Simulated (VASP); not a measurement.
Runs of VASP 6.6.1 on InGaAs2. The structure is that of space group P-4m2 (No. 115), or close to it. The cells are those of the table. 

```tsv
cell	gap on the mesh (eV)	pressure (GPa)	largest force (eV/Å)
a = 4.236, b = 4.236, c = 5.805 Å, 4 atoms	(b)	-1.2	-
a = 4.236, b = 4.236, c = 5.851 Å, 4 atoms	0.15	(a)	0.02
a = 4.153, b = 4.153, c = 5.922 Å, 4 atoms	(c)	0.0	-
a = 4.195, b = 4.195, c = 5.887 Å, 4 atoms	0.22	-0.8	0.01
```

Alike in all rows: task single point; level r2SCAN; potentials or basis VASP PAW PBE potentials, release 64 (In_d, Ga_d, As); no spin polarisation; k mesh 8 × 8 × 6; cutoff (eV) 520; smearing gaussian 0.01 eV.

Problem. Estimate the missing entries.

Solution. (a) -1.6; (b) 0.19; (c) 0.28.

Caveats: the PAW data sets were made with another functional, which shifts forces and pressure a little; spin-orbit coupling is left out, which moves the levels of the heavy elements.

A k mesh can miss the band edges, and the runs leave out spin-orbit coupling on As, Ga, In.
